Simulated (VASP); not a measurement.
C (a cell with a defect), 65 atoms in the cell. The cell holds a defect, 65 atoms: a = 7.108 Å, b = 7.108 Å, c = 7.108 Å, α = 90.00°, β = 90.00°, γ = 90.00°. 

| Quantity | Value |
| --- | --- |
| Program | VASP 6.6.1 |
| Task | single point |
| Functional | HSE06 |
| Potentials or basis | VASP PAW PBE potentials, release 64 (C) |
| Cutoff | 520 eV |
| k mesh | 1 × 1 × 1, shifted |
| Occupations | fermi-dirac, width 0.05 eV |
| Spin | no spin polarisation |
| Dipole correction | no |
| Grid for exact exchange (PRECFOCK) | Fast |
| Charge | 2 |
| Further INCAR settings | LREAL = Auto; ALGO = Normal; EDIFF = 1e-06; NBANDS = 168; ISYM = 0; NELECT = 258.0 |
| Share of exact exchange | 0.25 |
| Screening parameter | 0.2079 1/Å |

Potentials or basis: VASP PAW PBE potentials, release 64 (C).

Run with:

```console
$ cat potpaw_PBE.64/C/POTCAR > POTCAR
$ cp INCAR.step1 INCAR
$ mpirun -np 1 vasp_std > vasp.out
$ cp INCAR.step2 INCAR
$ mpirun -np 1 vasp_std > vasp.out
```

Hardware: 1 thread of Intel(R) Xeon(R) Platinum 8559C (Emerald Rapids), with other jobs on the host.

Problem. How long does it take, and how much memory?

Solution. It took 2.4 h on 1 thread of Intel(R) Xeon(R) Platinum 8559C (Emerald Rapids) (shared host), peak memory 0.71 GiB. Counts: k points 4.
